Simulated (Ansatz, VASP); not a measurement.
# Ir in VASP and in Ansatz

Contents of INCAR:

```
SYSTEM = Ir
PREC     = Accurate       ! precision mode
ENCUT    = 520            ! plane-wave cutoff, eV
EDIFF    = 1E-7           ! SCF threshold, eV
ISMEAR   = 0              ! smearing method
SIGMA    = 0.1            ! smearing width, eV
LREAL    = .FALSE.        ! projectors in reciprocal space
LASPH    = .TRUE.         ! aspherical terms in the spheres
NELM     = 100            ! most SCF steps
ALGO     = Fast           ! electronic algorithm
ISIF     = 2              ! what is computed and relaxed
LWAVE    = .FALSE.        ! write WAVECAR
LCHARG   = .TRUE.         ! write CHGCAR
LDIPOL   = .TRUE.       
IDIPOL   = 3            
DIPOL    = 0.5 0.5 0.500
GGA      = PE             ! functional
LELF     = .TRUE.         ! ELF
LVHAR    = .TRUE.       
LVACPOTAV= .TRUE.       
NBANDS   = 30             ! bands
```

KPOINTS

```
Automatic mesh
0
G
  15 15 1
  0 0 0
```

Contents of POSCAR:

```
Ir
1.0
    2.7369673410      0.0000000000      0.0000000000
   -1.3684836705      2.3702832466      0.0000000000
    0.0000000000      0.0000000000     23.9388979041
Ir
5
Direct
    0.6666666667      0.3333333333      0.3132976309
    0.3333333333      0.6666666667      0.4066488155
    0.0000000000      0.0000000000      0.5000000000
    0.6666666667      0.3333333333      0.5933511845
    0.3333333333      0.6666666667      0.6867023691
```

Input for Ansatz:

```yaml
crystal:
  lattice:
    - [2.736967341, 0.0, 0.0]
    - [-1.3684836705, 2.3702832466, 0.0]
    - [0.0, 0.0, 23.9388979041]
  atoms:
    - { symbol: Ir, position: [0.6666666667, 0.3333333333, 0.3132976309] }
    - { symbol: Ir, position: [0.3333333333, 0.6666666667, 0.4066488155] }
    - { symbol: Ir, position: [0.0, 0.0, 0.5] }
    - { symbol: Ir, position: [0.6666666667, 0.3333333333, 0.5933511845] }
    - { symbol: Ir, position: [0.3333333333, 0.6666666667, 0.6867023691] }
basis:
  ecutwfc: 420
kpoints:
  mp_grid: { grid: [15, 15, 1] }
hamiltonian:
  xc: pbe
scf:
  occupations: { method: gaussian, width: 0.1 }
output:
  forces: true
  eigenvalues: true
  write_density: true
  write_potential: true
  elf: true
  volumetric_format: npy
efield:
  axis: 3
  dipole_correction: true
  ramp_width: 0.04
```

Alike in both runs: task single point; functional PBE; k mesh 15 × 15 × 1; occupations gaussian, width 0.1 eV; no spin polarisation.

|  | VASP | Ansatz |
| --- | --- | --- |
| version | VASP 6.6.1 | Ansatz 0.2.0 |
| potentials or method | VASP PAW PBE potentials, release 64 (Ir), cutoff 520 eV | scalar-relativistic, plane waves, PAW |
| valence electrons in the cell | 45 | 85 |

```csv
,VASP,Ansatz,Ansatz less VASP
gap on the k mesh at the Fermi level (eV),none,none,-
rms of the force components (eV/Å),0.207,0.215,+0.0081
"work function, face that differs most (eV)",5.55,5.55,-0.005
```

Atom by atom the forces differ by 0.010 eV/Å (rms over components). A gap of «none» marks a metal or a gap that the smearing closes. VASP's potentials hold 45 valence electrons a cell and Ansatz's 85, so a difference there can come from the potentials and not from the codes. Ansatz's warnings: xc potential rough in thin density.

Spin-orbit coupling is off throughout.
